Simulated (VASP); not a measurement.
# Co (P6_3/mmc) in VASP: settings compared

Co is run at these levels: RPBE, PBE; tasks: single point.

All numbers are computed with VASP 6.6.1; they aren't measurements. Logs are shortened: lines on timing, memory, paths and dates and some standing lists are left out, and cuts for length are marked.

**1. The cell of the first run**

It takes space group P6_3/mmc (No. 194, hexagonal). Conventional cell: a = 2.505 Å, b = 2.505 Å, c = 4.074 Å, α = 90.00°, β = 90.00°, γ = 120.00°. Co (site symmetry -6m2) has 12 Co at 2.50 Å within 3.3 Å.

**2. Single point, RPBE, collinear spin, ferromagnetic start**

Contents of INCAR:

```
SYSTEM = Co
  PREC = Accurate
  ENCUT = 690
  EDIFF = 1E-6
  ISMEAR = 0
  SIGMA = 0.1
  LREAL = .FALSE.
  LASPH = .TRUE.
  NELM = 200
  ALGO = Normal
  ISIF = 2
  LWAVE = .FALSE.
  LCHARG = .FALSE.
  ISPIN = 2
  MAGMOM = 1.83 1.83
  LORBIT = 11
  LMAXMIX = 4
  GGA = RP
  NBANDS = 28
  GGA_COMPAT = .FALSE.
```

Contents of KPOINTS:

```
Automatic mesh
0
G
  3 3 1
  0 0 0
```

Contents of POSCAR:

```
Co
1.0
    2.5045299482      0.0000000000      0.0000000000
   -1.2522649741      2.1689865596      0.0000000000
    0.0000000000      0.0000000000      4.0740599388
Co
2
Direct
    0.3333333333      0.6666666667      0.2500000000
    0.6666666667      0.3333333333      0.7500000000
```

Potentials or basis: VASP PAW PBE potentials, release 64 (Co_sv).

Run with:

```bash
cat potpaw_PBE.64/Co_sv/POTCAR > POTCAR
mpirun -np 1 vasp_std > vasp.out
```

OUTCAR:

```text
SYSTEM = Co
   PREC = Accurate
   ENCUT = 690
   EDIFF = 1E-6
   ISMEAR = 0
   LREAL = .FALSE.
   LASPH = .TRUE.
   NELM = 200
   ISIF = 2
   ISPIN = 2
   LORBIT = 11
   GGA = RP

 ion  position               nearest neighbor table
   1  0.333  0.667  0.250-   2 2.50   2 2.50   2 2.50   2 2.50   2 2.50   2 2.50
   2  0.667  0.333  0.750-   1 2.50   1 2.50   1 2.50   1 2.50   1 2.50   1 2.50

  LATTYP: Found a hexagonal cell.
 ALAT       =     2.5045299482
 C/A-ratio  =     1.6266764715

  Lattice vectors:

 A1 = (   2.5045299482,   0.0000000000,   0.0000000000)
 A2 = (  -1.2522649741,   2.1689865596,   0.0000000000)
 A3 = (   0.0000000000,   0.0000000000,   4.0740599388)

Analysis of symmetry for initial positions (statically):
=====================================================================
 Subroutine PRICEL returns:
 Original cell was already a primitive cell.

 Routine SETGRP: Setting up the symmetry group for a
 hexagonal supercell.

 Subroutine GETGRP returns: Found 24 space group operations
 (whereof 12 operations were pure point group operations)
 out of a pool of 24 trial point group operations.

The static configuration has the point symmetry D_3d.
 The point group associated with its full space group is D_6h.

Analysis of symmetry for dynamics (positions and initial velocities):
=====================================================================
 Subroutine PRICEL returns:
 Original cell was already a primitive cell.

 Routine SETGRP: Setting up the symmetry group for a
 hexagonal supercell.

 Subroutine GETGRP returns: Found 24 space group operations
 (whereof 12 operations were pure point group operations)
 out of a pool of 24 trial point group operations.

The dynamic configuration has the point symmetry D_3d.
 The point group associated with its full space group is D_6h.

Analysis of structural, dynamic, and magnetic symmetry:
=====================================================================
 Subroutine PRICEL returns:
 Original cell was already a primitive cell.

 Routine SETGRP: Setting up the symmetry group for a
 hexagonal supercell.

 Subroutine GETGRP returns: Found 24 space group operations
 (whereof 12 operations were pure point group operations)
 out of a pool of 24 trial point group operations.

The overall configuration has the point symmetry D_3d.
 The point group associated with its full space group is D_6h.

 Subroutine INISYM returns: Found 24 space group operations
 (whereof 12 operations are pure point group operations),
 and found     1 'primitive' translations

[... 93 lines left out ...]
  volume/ion in A,a.u.               =      11.07        74.68
  Fermi-wavevector in a.u.,A,eV,Ry     =   1.888996  3.569684 48.549733  3.568305
  Thomas-Fermi vector in A             =   2.930687
   LORBIT       =     11    0 simple, 1 ext, 2 COOP (PROOUT), +10 PAW based schemes
   GGA     = RP    functional components
   LHFCALC =     F    Hartree Fock is set to
   AEXX    =    0.0000 exact exchange contribution
   IVDW    =     0    specifies the selected vdW correction
   LEPSILON=     F    determine dielectric tensor
   LRPA    =     F    only Hartree local field effects (RPA)
 spin polarized calculation
 Gauss-broadening in eV      SIGMA  =   0.10
  energy-cutoff  :      690.00
  volume of cell :       22.13
 maximum number of plane-waves:       941
 NGX is ok and might be reduce to    24
   NGX = 11   NGY = 11   NGZ = 17

 number of electron      34.0000001 magnetization       3.7611687

 Free energy of the ion-electron system (eV)
  ---------------------------------------------------
  ext. energy  EPLUGINS =         0.00000000
  ---------------------------------------------------
  free energy    TOTEN  =       -13.75124932 eV

  energy without entropy =      -13.74371470  energy(sigma->0) =      -13.74748201

 E-fermi :  11.7837     XC(G=0): -13.6332

 val. band max:       11.6954606484   @ k =   0.3333   0.3333   0.0000
 cond. band min:      11.8591052274   @ k =   0.0000   0.0000   0.0000
 fundamental gap:      0.1636445790
 Fermi energy:        11.7837172810

 spin component 1

 k-point     1 :       0.0000    0.0000    0.0000
  band No.  band energies     occupation
      1     -84.4979      1.00000
      2     -84.4483      1.00000
      3     -47.6747      1.00000
      4     -47.6081      1.00000
      5     -47.6081      1.00000
      6     -47.5653      1.00000
[... 82 lines left out ...]
     27      27.2775      0.00000
     28      44.7920      0.00000
 Fermi energy:        11.7837172810

 spin component 2

 k-point     1 :       0.0000    0.0000    0.0000
  band No.  band energies     occupation
      1     -82.1200      1.00000
      2     -82.0658      1.00000
      3     -45.4564      1.00000
      4     -45.2255      1.00000
      5     -45.2255      1.00000
      6     -45.1787      1.00000
[... 82 lines left out ...]
     27      27.8573      0.00000
     28      44.7747      0.00000

------------------------ aborting loop because EDIFF is reached ----------------------------------------

  FORCE on cell =-STRESS in cart. coord.  units (eV):
  Direction    XX          YY          ZZ          XY          YZ          ZX
  --------------------------------------------------------------------------------------
  -------------------------------------------------------------------------------------
  Total       -0.0353741     -0.0353741     -0.0158065      0.0000000      0.0000000      0.0000000
  in kB       -2.5608578     -2.5608578     -1.1442872      0.0000000      0.0000000      0.0000000
  external PRESSURE =      -2.0886676 kB  Pullay stress =       0.0000000 kB

 VOLUME and BASIS-vectors are now :
 -----------------------------------------------------------------------------
  energy-cutoff  :      690.00
  volume of cell :       22.13
      direct lattice vectors                 reciprocal lattice vectors
     2.504529948  0.000000000  0.000000000     0.399276519  0.230522406  0.000000000
    -1.252264974  2.168986560  0.000000000     0.000000000  0.461044812  0.000000000
     0.000000000  0.000000000  4.074059939     0.000000000  0.000000000  0.245455397

 POSITION                                       TOTAL-FORCE (eV/Angst)
 -----------------------------------------------------------------------------------
     -0.00000      1.44599      1.01851         0.000000     -0.000000      0.000000
      1.25226      0.72300      3.05554        -0.000000      0.000000      0.000000
 -----------------------------------------------------------------------------------
    total drift:                               -0.000000      0.000000     -0.000000

  FREE ENERGIE OF THE ION-ELECTRON SYSTEM (eV)
  ---------------------------------------------------
  free  energy   TOTEN  =       -13.7512493228 eV

  energy  without entropy=      -13.7437146992  energy(sigma->0) =      -13.74748201

 total charge

# of ion       s       p       d       tot
------------------------------------------
    1        2.226   6.126   6.686  15.038
    2        2.226   6.126   6.686  15.038
--------------------------------------------------
tot          4.451  12.253  13.372  30.076

 magnetization (x)

# of ion       s       p       d       tot
------------------------------------------
    1        0.000  -0.011   1.953   1.942
    2        0.000  -0.011   1.953   1.942
--------------------------------------------------
tot          0.001  -0.023   3.906   3.884
```

OSZICAR:

```text
N       E                     dE             d eps       ncg     rms          rms(c)
DAV:   1     0.648377603956E+03    0.64838E+03   -0.22859E+04   444   0.437E+03
DAV:   2     0.369789287702E+02   -0.61140E+03   -0.58333E+03   492   0.101E+03
DAV:   3    -0.147407677358E+02   -0.51720E+02   -0.49623E+02   496   0.280E+02
DAV:   4    -0.155503685457E+02   -0.80960E+00   -0.80883E+00   492   0.322E+01
DAV:   5    -0.155830129893E+02   -0.32644E-01   -0.32644E-01   500   0.703E+00    0.157E+01
DAV:   6    -0.142444200149E+02    0.13386E+01   -0.10097E+01   400   0.863E+01    0.149E+01
DAV:   7    -0.137714251593E+02    0.47299E+00   -0.21076E+00   440   0.359E+01    0.560E+00
DAV:   8    -0.137615733402E+02    0.98518E-02   -0.34217E-02   536   0.281E+00    0.225E+00
DAV:   9    -0.137506280300E+02    0.10945E-01   -0.13049E-02   504   0.212E+00    0.739E-01
DAV:  10    -0.137511715650E+02   -0.54354E-03   -0.35609E-03   456   0.147E+00    0.131E-01
DAV:  11    -0.137512255992E+02   -0.54034E-04   -0.31983E-04   536   0.442E-01    0.435E-02
DAV:  12    -0.137512447028E+02   -0.19104E-04   -0.15789E-05   448   0.524E-02    0.261E-02
DAV:  13    -0.137512510736E+02   -0.63708E-05   -0.46982E-06   440   0.290E-02    0.140E-02
DAV:  14    -0.137512497977E+02    0.12759E-05   -0.86726E-07   256   0.231E-02    0.526E-03
DAV:  15    -0.137512493228E+02    0.47482E-06   -0.31111E-07   216   0.134E-02
   1 F= -.13751249E+02 E0= -.13747482E+02  d E =-.753462E-02  mag=     3.7613
```

stdout:

```text
POSCAR found type information on POSCAR Co
 POSCAR found :  1 types and       2 ions
 scaLAPACK will be used
 -----------------------------------------------------------------------------
|                                                                             |
|                                                                             |
|     You enforced a specific xc type in the INCAR file but a different       |
|     I HOPE YOU KNOW WHAT YOU ARE DOING!                                     |
|                                                                             |
 -----------------------------------------------------------------------------

 LDA part: xc-table for (Slater+PW92), standard interpolation
 POSCAR, INCAR and KPOINTS ok, starting setup
 FFT: planning ... GRIDC
 FFT: planning ... GRID_SOFT
 FFT: planning ... GRID
 WAVECAR not read
 entering main loop
```

It took 10 s on 1 thread of AMD EPYC 7R13 (Zen 3), shared host; peak memory 0.13 GiB.

What came out:

| Property | Result |
| --- | --- |
| Free energy | -13.7512 eV |
| Pressure | -0.2 GPa |
| Net moment | 3.76 μB per cell |
| Site moments | Co +1.94 μB |
| Valence electrons inside the program's atomic spheres | Co 15.04 |

Caveat: the k points lie up to 1.54 Å⁻¹ apart, too coarse for converged energies, forces and pressures; the PAW data sets were made with another functional, which shifts forces and pressure a little.

**3. Single point, PBE, collinear spin, ferromagnetic start**

This run uses another cell than the first one, of 10.64 Å³/atom.

Contents of INCAR:

```
  ALGO = Normal
  EDIFF = 1E-6
  ENCUT = 690
  GGA = PE
  GGA_COMPAT = F
  ISIF = 2
  ISMEAR = 0
  ISPIN = 2
  ISYM = 0
  LASPH = T
  LCHARG = T
  LELF = T
  LMAXMIX = 4
  LORBIT = 11
  LREAL = F
  LVHAR = T
  LWAVE = F
  MAGMOM = 1.83 1.83
  NBANDS = 28
  NELM = 200
  PREC = Accurate
  SIGMA = 0.1
```

Contents of KPOINTS:

```
k-points
0
Gamma
  2 4 1
```

Contents of POSCAR:

```
Co
1.0
    2.4719999032      0.0000000000      0.0000000000
   -1.2359999516      2.1408147143      0.0000000000
    0.0000000000      0.0000000000      4.0211440800
Co
2
Direct
    0.3333333333      0.6666666667      0.2500000000
    0.6666666667      0.3333333333      0.7500000000
```

Potentials or basis: VASP PAW PBE potentials, release 64 (Co_sv).

Run with:

```bash
cat potpaw_PBE.64/Co_sv/POTCAR > POTCAR
mpirun -np 1 vasp_std > vasp.out
```

It took 19 s on 1 thread of Intel Xeon Platinum 8259CL at 2.50GHz (Skylake/Cascade Lake), shared host; peak memory 0.16 GiB.

Results (log left out):

```
Free energy                                           : -14.2851 eV
Pressure                                              : -1.6 GPa
Largest force                                         : 0.309 eV/Å
Net moment                                            : 2.98 μB per cell
Site moments                                          : Co +1.58 μB
Valence electrons inside the program's atomic spheres : Co 15.08
```

Forces in eV/Å, atoms in the order of the input:
```
Co   0.000  0.309  0.000
Co   0.000 -0.309  0.000
```

Stress tensor (GPa, compression positive):
```
-10.65   0.00   0.00
  0.00   6.17   0.00
  0.00   0.00  -0.40
```

Levels at points of the mesh, in eV from the Fermi level:
Spin up:
```csv
k point,band 16,band 17,band 18,band 19,band 20,band 21
"(0.00, 0.00, 0.00)",-1.81,-1.65,-0.69,-0.53,-0.10,6.49
"(0.50, 0.00, 0.00)",-0.71,-0.56,-0.35,1.39,3.42,9.90
"(0.00, 0.50, 0.00)",-0.82,-0.67,-0.47,1.46,3.47,9.90
"(0.50, 0.50, 0.00)",-0.71,-0.56,-0.35,1.39,3.42,9.90
```
Spin down:
```csv
k point,band 12,band 13,band 14,band 15,band 16,band 17,band 18,band 19
"(0.00, 0.00, 0.00)",-1.07,-0.96,-0.74,-0.58,-0.26,-0.13,-0.10,1.11
"(0.50, 0.00, 0.00)",-1.95,-1.09,-1.06,-0.64,1.15,1.31,1.39,2.55
"(0.00, 0.50, 0.00)",-1.90,-1.10,-1.05,-0.75,1.28,1.37,1.45,2.61
"(0.50, 0.50, 0.00)",-1.95,-1.09,-1.06,-0.64,1.15,1.31,1.39,2.55
```

Caveat: the k points lie up to 1.56 Å⁻¹ apart, too coarse for converged energies, forces and pressures.
